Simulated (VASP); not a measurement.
# Lu (Fd-3m) in VASP: notebook, part 2 of 2

VASP 6.6.1. The steps go on from the part before.

**3. Single point, PBEsol (40.64 Å³/atom)**

This run uses another cell than the first one, of 40.64 Å³/atom.

Contents of INCAR:

```
SYSTEM = Lu
PREC = Accurate ; ENCUT = 520
EDIFF = 1E-6 ; ISMEAR = -1
SIGMA = 0.1 ; LREAL = .FALSE.
LASPH = .TRUE. ; NELM = 60
ALGO = Normal ; ISIF = 2
LWAVE = .FALSE. ; LCHARG = .FALSE.
GGA = PS ; NBANDS = 32
```

Contents of KPOINTS:

```
regular mesh
0
G
  9 9 9
  0 0 0
```

Contents of POSCAR:

```
Lu
1.0
    0.0000000000      3.4382000076      3.4382000076
    3.4382000076      0.0000000000      3.4382000076
    3.4382000076      3.4382000076      0.0000000000
Lu
2
Direct
    0.1250000000      0.1250000000      0.1250000000
    0.8750000000      0.8750000000      0.8750000000
```

Potentials or basis: VASP PAW PBE potentials, release 64 (Lu).

The run is started by

```console
cat potpaw_PBE.64/Lu/POTCAR > POTCAR
mpirun -np 1 vasp_std > vasp.out
```

OUTCAR:

```text
SYSTEM = Lu
   PREC = Accurate
   ENCUT = 520
   EDIFF = 1E-6
   ISMEAR = -1
   LREAL = .FALSE.
   LASPH = .TRUE.
   NELM = 60
   ISIF = 2
   GGA = PS

 ion  position               nearest neighbor table
   1  0.125  0.125  0.125-   2 2.98   2 2.98   2 2.98   2 2.98
   2  0.875  0.875  0.875-   1 2.98   1 2.98   1 2.98   1 2.98

  LATTYP: Found a face centered cubic cell.
 ALAT       =     6.8764000152

  Lattice vectors:

 A1 = (   0.0000000000,   3.4382000076,   3.4382000076)
 A2 = (   3.4382000076,   0.0000000000,   3.4382000076)
 A3 = (   3.4382000076,   3.4382000076,   0.0000000000)

Analysis of symmetry for initial positions (statically):
=====================================================================
 Subroutine PRICEL returns:
 Original cell was already a primitive cell.

 Routine SETGRP: Setting up the symmetry group for a
 face centered cubic supercell.

 Subroutine GETGRP returns: Found 48 space group operations
 (whereof 12 operations were pure point group operations)
 out of a pool of 48 trial point group operations.

[... 151 lines left out ...]
   NGX = 19   NGY = 19   NGZ = 19

 number of electron      50.0000024 magnetization

 Free energy of the ion-electron system (eV)
  ---------------------------------------------------
  ext. energy  EPLUGINS =         0.00000000
  ---------------------------------------------------
  free energy    TOTEN  =        -5.69497282 eV

  energy without entropy =       -5.55938179  energy(sigma->0) =       -5.62717730

 E-fermi :   0.4196     XC(G=0):  -9.0702

 val. band max:        0.4140419710   @ k =   0.3333   0.0000   0.0000
 cond. band min:       0.4369309004   @ k =  -0.2222   0.1111   0.0000
 fundamental gap:      0.0228889295
 Fermi energy:         0.4196137361

 k-point     1 :       0.0000    0.0000    0.0000
  band No.  band energies     occupation
      1     -56.4711      2.00000
      2     -56.3409      2.00000
      3     -27.3251      2.00000
      4     -27.3251      2.00000
      5     -27.3251      2.00000
      6     -26.8193      2.00000
[... 829 lines left out ...]
     31       3.3483      0.00000
     32       3.4765      0.00000

 [... further k-points ...]
[... 5 lines left out ...]
  --------------------------------------------------------------------------------------
  -------------------------------------------------------------------------------------
  Total        0.7334114      0.7334114      0.7334114     -0.0000000     -0.0000000      0.0000000
  in kB       14.4555580     14.4555580     14.4555580     -0.0000000     -0.0000000      0.0000000
  external PRESSURE =      14.4555580 kB  Pullay stress =       0.0000000 kB

 VOLUME and BASIS-vectors are now :
 -----------------------------------------------------------------------------
  energy-cutoff  :      520.00
  volume of cell :       81.29
      direct lattice vectors                 reciprocal lattice vectors
     0.000000000  3.438200008  3.438200008    -0.145424931  0.145424931  0.145424931
     3.438200008  0.000000000  3.438200008     0.145424931 -0.145424931  0.145424931
     3.438200008  3.438200008  0.000000000     0.145424931  0.145424931 -0.145424931

 POSITION                                       TOTAL-FORCE (eV/Angst)
 -----------------------------------------------------------------------------------
      0.85955      0.85955      0.85955        -0.000000     -0.000000     -0.000000
      6.01685      6.01685      6.01685         0.000000      0.000000      0.000000
 -----------------------------------------------------------------------------------
    total drift:                                0.000000      0.000000      0.000000

  FREE ENERGIE OF THE ION-ELECTRON SYSTEM (eV)
  ---------------------------------------------------
  free  energy   TOTEN  =        -5.6949728218 eV

  energy  without entropy=       -5.5593817857  energy(sigma->0) =       -5.62717730
```

stdout:

```text
POSCAR found type information on POSCAR Lu
 POSCAR found :  1 types and       2 ions
 scaLAPACK will be used
 -----------------------------------------------------------------------------
|                                                                             |
|                                                                             |
|     You enforced a specific xc type in the INCAR file but a different       |
|     I HOPE YOU KNOW WHAT YOU ARE DOING!                                     |
|                                                                             |
 -----------------------------------------------------------------------------

 LDA part: xc-table for (Slater+PW92), standard interpolation
 POSCAR, INCAR and KPOINTS ok, starting setup
 FFT: planning ... GRIDC
 FFT: planning ... GRID_SOFT
 FFT: planning ... GRID
 WAVECAR not read
 entering main loop
```

It took 2.2 min on 1 thread of Oxide Virtual Turin-like, shared host; peak memory 0.22 GiB.

What came out:

```
Free energy            : -5.6950 eV
Pressure               : 1.4 GPa
Band gap on the k mesh : zero (bands 25 and 26 overlap by 1.46 eV)
```

Caveat: the PAW data sets were made with another functional, which shifts forces and pressure a little; spin-orbit coupling is left out, which moves the levels of the heavy elements.

**4. Single point, PBEsol (42.49 Å³/atom)**

This run uses another cell than the first one, of 42.49 Å³/atom.

Contents of INCAR:

```
PREC = Accurate ; ENCUT = 520
EDIFF = 1E-6 ; ISMEAR = -1
SIGMA = 0.1 ; LREAL = F
LASPH = T ; NELM = 100
ALGO = Normal ; ISIF = 2
LWAVE = F ; LCHARG = F
GGA = PS ; NBANDS = 32
```

Contents of KPOINTS:

```
regular mesh
0
Gamma
  9 9 9
```

Contents of POSCAR:

```
Lu
1.0
    0.0000000000      3.4895239923      3.4895239923
    3.4895239923      0.0000000000      3.4895239923
    3.4895239923      3.4895239923      0.0000000000
Lu
2
Direct
    0.1250000000      0.1250000000      0.1250000000
    0.8750000000      0.8750000000      0.8750000000
```

The run is started by

```console
cat potpaw_PBE.64/Lu/POTCAR > POTCAR
mpirun -np 1 vasp_std > vasp.out
```

Run time: 2.2 min. Hardware: 1 thread of Oxide Virtual Turin-like, shared host; peak memory 0.25 GiB.

Results (log left out):

```yaml
Free_energy: -5.7243 eV
Pressure: 1.0 GPa
Band_gap_on_the_k_mesh: zero (bands 25 and 26 overlap by 1.43 eV)
```

Levels at points of the mesh, in eV from the Fermi level:
| k point | band 23 | band 24 | band 25 | band 26 | band 27 | band 28 |
| --- | --- | --- | --- | --- | --- | --- |
| (0.00, 0.00, 0.00) | -4.67 | 0.30 | 0.30 | 0.60 | 0.60 | 0.60 |

Caveat: the PAW data sets were made with another functional, which shifts forces and pressure a little; spin-orbit coupling is left out, which moves the levels of the heavy elements.

**5. Single point, PBEsol (44.34 Å³/atom)**

This run uses another cell than the first one, of 44.34 Å³/atom.

Contents of INCAR:

```
SYSTEM = Lu
ALGO     = Normal         ! electronic algorithm
EDIFF    = 1E-6           ! SCF threshold, eV
ENCUT    = 520            ! plane-wave cutoff, eV
GGA      = PS             ! functional
ISIF     = 2              ! what is computed and relaxed
ISMEAR   = -1             ! smearing method
LASPH    = .True.         ! aspherical terms in the spheres
LCHARG   = .False.        ! write CHGCAR
LREAL    = .False.        ! projectors in reciprocal space
LWAVE    = .False.        ! write WAVECAR
NBANDS   = 32             ! bands
NELM     = 60             ! most SCF steps
PREC     = Accurate       ! precision mode
SIGMA    = 0.1            ! smearing width, eV
```

Contents of KPOINTS:

```
k-points
0
Gamma
  9 9 9
  0 0 0
```

Contents of POSCAR:

```
Lu
1.0
    0.0000000000      3.5393810710      3.5393810710
    3.5393810710      0.0000000000      3.5393810710
    3.5393810710      3.5393810710      0.0000000000
Lu
2
Direct
    0.1250000000      0.1250000000      0.1250000000
    0.8750000000      0.8750000000      0.8750000000
```

The run is started by

```console
cat potpaw_PBE.64/Lu/POTCAR > POTCAR
mpirun -np 1 vasp_std > vasp.out
```

It took 2.5 min on 1 thread of Oxide Virtual Turin-like, shared host; peak memory 0.25 GiB.

It converged, with:

- Free energy: -5.7424 eV
- Pressure: 0.5 GPa
- Band gap on the k mesh: zero (bands 25 and 26 overlap by 1.38 eV)

Levels at points of the mesh, in eV from the Fermi level:
```csv
k point,band 20,band 21,band 22,band 23,band 24,band 25,band 26,band 27,band 28,band 29
"(0.00, 0.00, 0.00)",-5.61,-5.61,-5.60,-4.61,0.33,0.33,0.57,0.57,0.57,2.07
```

Caveat: the PAW data sets were made with another functional, which shifts forces and pressure a little; spin-orbit coupling is left out, which moves the levels of the heavy elements.

**6. Single point, PBEsol (46.19 Å³/atom)**

Contents of INCAR:

```
  PREC = Accurate
  ENCUT = 520
  EDIFF = 1E-6
  ISMEAR = -1
  SIGMA = 0.1
  LREAL = F
  LASPH = T
  NELM = 100
  ALGO = Normal
  ISIF = 2
  LWAVE = F
  LCHARG = F
  GGA = PS
  NBANDS = 32
```

Contents of KPOINTS:

```
regular mesh
0
Gamma
  9 9 9
```

Contents of POSCAR:

```
Lu
1.0
    0.0000000000      3.5878717688      3.5878717688
    3.5878717688      0.0000000000      3.5878717688
    3.5878717688      3.5878717688      0.0000000000
Lu
2
Direct
    0.1250000000      0.1250000000      0.1250000000
    0.8750000000      0.8750000000      0.8750000000
```

Potentials or basis: VASP PAW PBE potentials, release 64 (Lu).

The run is started by

```console
cat potpaw_PBE.64/Lu/POTCAR > POTCAR
mpirun -np 1 vasp_std > vasp.out
```

Wall time 2.6 min (1 thread of Oxide Virtual Turin-like, shared host); peak memory 0.26 GiB.

It converged, with:

| Quantity | Value |
| --- | --- |
| Free energy | -5.7497 eV |
| Pressure | 0.1 GPa |
| Band gap on the k mesh | zero (bands 25 and 26 overlap by 1.29 eV) |

Levels at points of the mesh, in eV from the Fermi level:
| k point | band 22 | band 23 | band 24 | band 25 | band 26 | band 27 |
| --- | --- | --- | --- | --- | --- | --- |
| (0.00, 0.00, 0.00) | -5.66 | -4.56 | 0.35 | 0.35 | 0.53 | 0.53 |

Caveat: the PAW data sets were made with another functional, which shifts forces and pressure a little; spin-orbit coupling is left out, which moves the levels of the heavy elements.

**7. The runs side by side**

```tsv
cell	k mesh	gap on the mesh (eV)	pressure (GPa)
a = 5.074 Å, angles 60.0°, 2 atoms	8 × 8 × 8	none	0.1
a = 4.862 Å, angles 60.0°, 2 atoms	9 × 9 × 9	none	1.4
a = 4.935 Å, angles 60.0°, 2 atoms	9 × 9 × 9	none	1.0
a = 5.005 Å, angles 60.0°, 2 atoms	9 × 9 × 9	none	0.5
a = 5.074 Å, angles 60.0°, 2 atoms	9 × 9 × 9	none	0.1
```

Alike in all rows: task single point; level PBEsol; potentials or basis VASP PAW PBE potentials, release 64 (Lu); no spin polarisation; cutoff (eV) 520; smearing fermi-dirac 0.1 eV.

Caveats: the PAW data sets were made with another functional, which shifts forces and pressure a little; spin-orbit coupling is left out, which moves the levels of the heavy elements.

Absolute energies hang on the potentials; compare differences alone.

The gap in the log of VASP goes by the Fermi energy; the results here count the filled bands.